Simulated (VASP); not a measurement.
# Hf (Pm-3m) in VASP: single point with PBEsol

Aim: the single point of Hf with PBEsol.

All numbers are computed with VASP 6.6.1; they aren't measurements. Logs are shortened: lines on timing, memory, paths and dates and some standing lists are left out, and cuts for length are marked.

### Step 1. The cell of the first run

Symmetry: Pm-3m, No. 221, cubic system. Conventional cell: a = 2.875 Å, b = 2.875 Å, c = 2.875 Å, α = 90.00°, β = 90.00°, γ = 90.00°. Within 3.8 Å of Hf (site symmetry m-3m) lie 6 Hf at 2.87 Å.

### Step 2. Single point, PBEsol

Contents of INCAR:

```
SYSTEM = Hf
PREC = Accurate
ENCUT = 520
EDIFF = 1E-6
ISMEAR = -1
SIGMA = 0.13605693000000002
LREAL = .FALSE.
LASPH = .TRUE.
NELM = 100
ALGO = Normal
ISIF = 2
LWAVE = .FALSE.
LCHARG = .FALSE.
GGA = PS
NBANDS = 11
```

Contents of KPOINTS:

```
regular mesh
0
G
  11 11 11
  0 0 0
```

Contents of POSCAR:

```
Hf
1.0
    2.8749325756      0.0000000000      0.0000000000
    0.0000000000      2.8749325756      0.0000000000
    0.0000000000      0.0000000000      2.8749325756
Hf
1
Direct
    0.0000000000      0.0000000000      0.0000000000
```

Potentials or basis: VASP PAW PBE potentials, release 64 (Hf_pv).

Started as:

```console
cat potpaw_PBE.64/Hf_pv/POTCAR > POTCAR
mpirun -np 1 vasp_std > vasp.out
```

OUTCAR:

```text
SYSTEM = Hf
   PREC = Accurate
   ENCUT = 520
   EDIFF = 1E-6
   ISMEAR = -1
   LREAL = .FALSE.
   LASPH = .TRUE.
   NELM = 100
   ISIF = 2
   GGA = PS

 ion  position               nearest neighbor table
   1  0.000  0.000  0.000-

  LATTYP: Found a simple cubic cell.
 ALAT       =     2.8749325756

  Lattice vectors:

 A1 = (   2.8749325756,   0.0000000000,   0.0000000000)
 A2 = (   0.0000000000,   2.8749325756,   0.0000000000)
 A3 = (   0.0000000000,   0.0000000000,   2.8749325756)

Analysis of symmetry for initial positions (statically):
=====================================================================
 Subroutine PRICEL returns:
 Original cell was already a primitive cell.

 Routine SETGRP: Setting up the symmetry group for a
 simple cubic supercell.

 Subroutine GETGRP returns: Found 48 space group operations
 (whereof 48 operations were pure point group operations)
 out of a pool of 48 trial point group operations.

The static configuration has the point symmetry O_h .

Analysis of symmetry for dynamics (positions and initial velocities):
=====================================================================
 Subroutine PRICEL returns:
 Original cell was already a primitive cell.

 Routine SETGRP: Setting up the symmetry group for a
 simple cubic supercell.

 Subroutine GETGRP returns: Found 48 space group operations
 (whereof 48 operations were pure point group operations)
 out of a pool of 48 trial point group operations.

The dynamic configuration has the point symmetry O_h .

 Subroutine INISYM returns: Found 48 space group operations
 (whereof 48 operations are pure point group operations),
 and found     1 'primitive' translations

----------------------------------------------------------------------------------------

                                     Primitive cell

  volume of cell :      23.7620

  direct lattice vectors                    reciprocal lattice vectors
     2.874932576  0.000000000  0.000000000     0.347834244  0.000000000  0.000000000
     0.000000000  2.874932576  0.000000000     0.000000000  0.347834244  0.000000000
     0.000000000  0.000000000  2.874932576     0.000000000  0.000000000  0.347834244

  length of vectors
     2.874932576  2.874932576  2.874932576     0.347834244  0.347834244  0.347834244

  position of ions in fractional coordinates (direct lattice)
     0.000000000  0.000000000  0.000000000

  ion indices of the primitive-cell ions
   primitive index   ion index
                 1           1

----------------------------------------------------------------------------------------

 KPOINTS: regular mesh

Automatic generation of k-mesh.
 Grid dimensions read from file:
 generate k-points for:   11   11   11

 Generating k-lattice:

  Cartesian coordinates                     Fractional coordinates (reciprocal lattice)
     0.031621295  0.000000000  0.000000000     0.090909091  0.000000000  0.000000000
     0.000000000  0.031621295  0.000000000     0.000000000  0.090909091  0.000000000
     0.000000000  0.000000000  0.031621295     0.000000000  0.000000000  0.090909091

  Length of vectors
     0.031621295  0.031621295  0.031621295

  Shift w.r.t. Gamma in fractional coordinates (k-lattice)
     0.000000000  0.000000000  0.000000000

 Subroutine IBZKPT returns following result:
 ===========================================

 Found     56 irreducible k-points:

 Following reciprocal coordinates:
            Coordinates               Weight
  0.000000  0.000000  0.000000      1.000000
  0.090909  0.000000  0.000000      6.000000
  0.181818  0.000000  0.000000      6.000000
  0.272727  0.000000  0.000000      6.000000
  0.363636  0.000000  0.000000      6.000000
  0.454545  0.000000  0.000000      6.000000
[... 16 lines left out ...]
  0.181818  0.090909  0.090909     24.000000
  0.272727  0.090909  0.090909     24.000000
 [... further k-points ...]
   k-points           NKPTS =     56   k-points in BZ     NKDIM =     56   number of bands    NBANDS=     11
   number of dos      NEDOS =    301   number of ions     NIONS =      1
   total plane-waves  NPLWV =  13824
   dimension x,y,z NGX =    24 NGY =   24 NGZ =   24
   dimension x,y,z NGXF=    48 NGYF=   48 NGZF=   48
   ions per type =               1
   NGX,Y,Z   is equivalent  to a cutoff of  13.88, 13.88, 13.88 a.u.
   NGXF,Y,Z  is equivalent  to a cutoff of  27.76, 27.76, 27.76 a.u.
 SYSTEM =  Hf
   PREC   = accura    normal or accurate (medium, high low for compatibility)
   ISTART =      0    job   : 0-new  1-cont  2-samecut
   ICHARG =      2    charge: 1-file 2-atom 10-const
   ISPIN  =      1    spin polarized calculation?
   LNONCOLLINEAR =      F non collinear calculations
   LSORBIT =      F    spin-orbit coupling
   LASPH  =      T    aspherical Exc in radial PAW
   ENCUT  =  520.0 eV  38.22 Ry    6.18 a.u.   5.35  5.35  5.35*2*pi/ulx,y,z
   NELM   =    100;   NELMIN=  2; NELMDL= -5     # of ELM steps
   EDIFF  = 0.1E-05   stopping-criterion for ELM
   LREAL  =      F    real-space projection
   EDIFFG = 0.1E-04   stopping-criterion for IOM
   NSW    =      0    number of steps for IOM
   IBRION =     -1    ionic relax: 0-MD 1-quasi-New 2-CG
   NFREE  =      0    steps in history (QN), initial steepest desc. (CG)
   ISIF   =      2    stress and relaxation
   ISYM   =      2    0-nonsym 1-usesym 2-fastsym
   POTIM  = 0.5000    time-step for ionic-motion
   TEBEG  =    0.0;   TEEND  =   0.0 temperature during run
   PSTRESS=    0.0 pullay stress
   NELECT =      10.0000    total number of electrons
   NUPDOWN=      -1.0000    fix difference up-down
   EMIN   =  10.00;   EMAX   =-10.00  energy-range for DOS
   EFERMI =   0.00;   METHOD = LEGACY
   ISMEAR =    -1;   SIGMA  =   0.14  broadening in eV -4-tet -1-fermi 0-gaus
   EFERMI_NEDOS =   21; number of points for ismear=-14 and -15
   IALGO  =     38    algorithm
   IMIX   =      4    mixing-type and parameters
     AMIX     =   0.40;   BMIX     =  1.00
     AMIX_MAG =   1.60;   BMIX_MAG =  1.00
  volume/ion in A,a.u.               =      23.76       160.35
  Fermi-wavevector in a.u.,A,eV,Ry     =   1.226819  2.318352 20.477923  1.505085
  Thomas-Fermi vector in A             =   2.361806
   LORBIT       =      0    0 simple, 1 ext, 2 COOP (PROOUT), +10 PAW based schemes
   GGA     = PS    functional components
   LHFCALC =     F    Hartree Fock is set to
   AEXX    =    0.0000 exact exchange contribution
   IVDW    =     0    specifies the selected vdW correction
   LEPSILON=     F    determine dielectric tensor
   LRPA    =     F    only Hartree local field effects (RPA)
 non-spin polarized calculation
  energy-cutoff  :      520.00
  volume of cell :       23.76
 maximum number of plane-waves:       657
 NGX is ok and might be reduce to    24
   NGX = 11   NGY = 11   NGZ = 11

 number of electron      10.0000000 magnetization

 number of electron       9.9999998 magnetization

 Free energy of the ion-electron system (eV)
  ---------------------------------------------------
  ext. energy  EPLUGINS =         0.00000000
  ---------------------------------------------------
  free energy    TOTEN  =        -9.46252915 eV

  energy without entropy =       -9.36032377  energy(sigma->0) =       -9.41142646

 E-fermi :   3.8979     XC(G=0): -11.0258

 val. band max:        3.8887716736   @ k =   0.4545   0.4545   0.2727
 cond. band min:       3.9001049587   @ k =   0.3636   0.3636   0.2727
 fundamental gap:      0.0113332851
 Fermi energy:         3.8978578737

 k-point     1 :       0.0000    0.0000    0.0000
  band No.  band energies     occupation
      1     -25.8886      2.00000
      2     -25.8886      2.00000
      3     -25.8886      2.00000
      4      -2.7003      2.00000
      5       2.3970      1.99997
      6       2.3970      1.99997
      7      10.6571      0.00000
      8      10.6571      0.00000
      9      10.6571      0.00000
     10      17.1157      0.00000
     11      17.1157      0.00000

 k-point     2 :       0.0909    0.0000    0.0000
  band No.  band energies     occupation
      1     -25.9782      2.00000
      2     -25.8811      2.00000
      3     -25.8811      2.00000
      4      -2.4748      2.00000
      5       2.4626      1.99995
      6       2.6119      1.99984
      7      10.1973      0.00000
      8      10.1973      0.00000
      9      10.6871      0.00000
     10      15.9979      0.00000
     11      17.1024      0.00000

 k-point     3 :       0.1818    0.0000    0.0000
  band No.  band energies     occupation
      1     -26.2127      2.00000
      2     -25.8610      2.00000
      3     -25.8610      2.00000
      4      -1.8602      2.00000
      5       2.6453      1.99980
      6       3.1910      1.98897
      7       9.2177      0.00000
      8       9.2177      0.00000
      9      10.7685      0.00000
     10      14.2386      0.00000
     11      17.1025      0.00000

 k-point     4 :       0.2727    0.0000    0.0000
  band No.  band energies     occupation
      1     -26.5076      2.00000
      2     -25.8346      2.00000
      3     -25.8346      2.00000
      4      -1.0035      2.00000
      5       2.9014      1.99868
      6       3.8628      1.12800
      7       8.2315      0.00000
      8       8.2315      0.00000
      9      10.8778      0.00000
     10      13.0369      0.00000
     11      17.1027      0.00000
[... 239 lines left out ...]
 k-point    22 :       0.0909    0.0909    0.0909
  band No.  band energies     occupation
      1     -25.9730      2.00000
      2     -25.9574      2.00000
      3     -25.9574      2.00000
      4      -2.0238      2.00000
      5       2.8198      1.99928
      6       2.8198      1.99928
      7       9.4964      0.00000
      8       9.8715      0.00000
      9       9.8715      0.00000
     10      16.6162      0.00000
     11      17.1420      0.00000

 k-point    23 :       0.1818    0.0909    0.0909
  band No.  band energies     occupation
      1     -26.1957      2.00000
      2     -25.9460      2.00000
      3     -25.9366      2.00000
      4      -1.4117      2.00000
      5       3.0021      1.99724
      6       3.4035      1.94853
      7       8.5853      0.00000
      8       8.8253      0.00000
      9       9.9202      0.00000
     10      15.3031      0.00000
     11      17.0974      0.00000

 k-point    24 :       0.2727    0.0909    0.0909
  band No.  band energies     occupation
      1     -26.4882      2.00000
      2     -25.9183      2.00000
      3     -25.9092      2.00000
      4      -0.5611      2.00000
      5       3.2633      1.98132
      6       4.0037      0.62961
      7       7.7698      0.00000
      8       7.8365      0.00000
      9      10.0578      0.00000
     10      13.9616      0.00000
     11      17.0999      0.00000

 [... further k-points ...]
[... 5 lines left out ...]
  --------------------------------------------------------------------------------------
  -------------------------------------------------------------------------------------
  Total       -0.1180899     -0.1180899     -0.1180899      0.0000000      0.0000000      0.0000000
  in kB       -7.9623313     -7.9623313     -7.9623313      0.0000000      0.0000000      0.0000000
  external PRESSURE =      -7.9623313 kB  Pullay stress =       0.0000000 kB

 VOLUME and BASIS-vectors are now :
 -----------------------------------------------------------------------------
  energy-cutoff  :      520.00
  volume of cell :       23.76
      direct lattice vectors                 reciprocal lattice vectors
     2.874932576  0.000000000  0.000000000     0.347834244  0.000000000  0.000000000
     0.000000000  2.874932576  0.000000000     0.000000000  0.347834244  0.000000000
     0.000000000  0.000000000  2.874932576     0.000000000  0.000000000  0.347834244

 POSITION                                       TOTAL-FORCE (eV/Angst)
 -----------------------------------------------------------------------------------
      0.00000      0.00000      0.00000         0.000000      0.000000      0.000000
 -----------------------------------------------------------------------------------
    total drift:                               -0.000000     -0.000000      0.000000

  FREE ENERGIE OF THE ION-ELECTRON SYSTEM (eV)
  ---------------------------------------------------
  free  energy   TOTEN  =        -9.4625291531 eV

  energy  without entropy=       -9.3603237681  energy(sigma->0) =       -9.41142646
```

Run time: 5.2 s. Hardware: 1 thread of Intel Xeon 6975P-C, shared host; peak memory 0.15 GiB.

Results:

```
Free energy            : -9.4625 eV
Pressure               : -0.8 GPa
Band gap on the k mesh : zero (band 5 reaches 4.79 eV, above the bottom of band 6 at 2.40 eV)
```

Levels at points of the mesh, in eV from the Fermi level:
| k point | band 3 | band 4 | band 5 | band 6 | band 7 | band 8 |
| --- | --- | --- | --- | --- | --- | --- |
| (0.00, 0.00, 0.00) | -29.79 | -6.60 | -1.50 | -1.50 | 6.76 | 6.76 |

Caveat: the PAW data sets were made with another functional, which shifts forces and pressure a little; spin-orbit coupling is left out, which moves the levels of the heavy elements.
